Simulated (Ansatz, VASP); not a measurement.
## Cd3HgTe4 in VASP and in Ansatz

```xyz
8
Lattice="6.6210 0.0000 0.0000 0.0000 6.6210 0.0000 0.0000 0.0000 6.6210" Properties=species:S:1:pos:R:3 pbc="T T T"
Cd    0.0000    0.0000    3.3105
Cd    0.0000    3.3105    0.0000
Cd    3.3105    0.0000    0.0000
Hg    3.3105    3.3105    3.3105
Te    1.6493    1.6493    1.6493
Te    1.6493    4.9718    4.9718
Te    4.9718    1.6493    4.9718
Te    4.9718    4.9718    1.6493
```

Alike in both runs: task relaxation of cell and atoms; functional PBE; k mesh 6 × 6 × 6; occupations gaussian, width 0.01 eV; no spin polarisation.

|  | VASP | Ansatz |
| --- | --- | --- |
| version | VASP 6.6.1 | Ansatz 0.2.0 |
| potentials or method | VASP PAW PBE potentials, release 64 (Cd, Hg, Te), cutoff 600 eV | scalar-relativistic, plane waves, PAW |
| valence electrons in the cell | 72 | 144 |

|  | VASP | Ansatz | Ansatz less VASP |
| --- | --- | --- | --- |
| gap on the k mesh at the Fermi level, each at its own relaxed structure (eV) | 0.17 | 0.18 | +0.008 |
| relaxed volume (Å³/atom) | 36.47 | 36.42 | -0.049 |
| relaxed length of the cell vector where the two differ most in proportion (Å) | 6.632 | 6.629 | -0.0030 |

VASP's potentials hold 72 valence electrons a cell and Ansatz's 144, so a difference there can come from the potentials and not from the codes.

Spin-orbit coupling is off throughout.
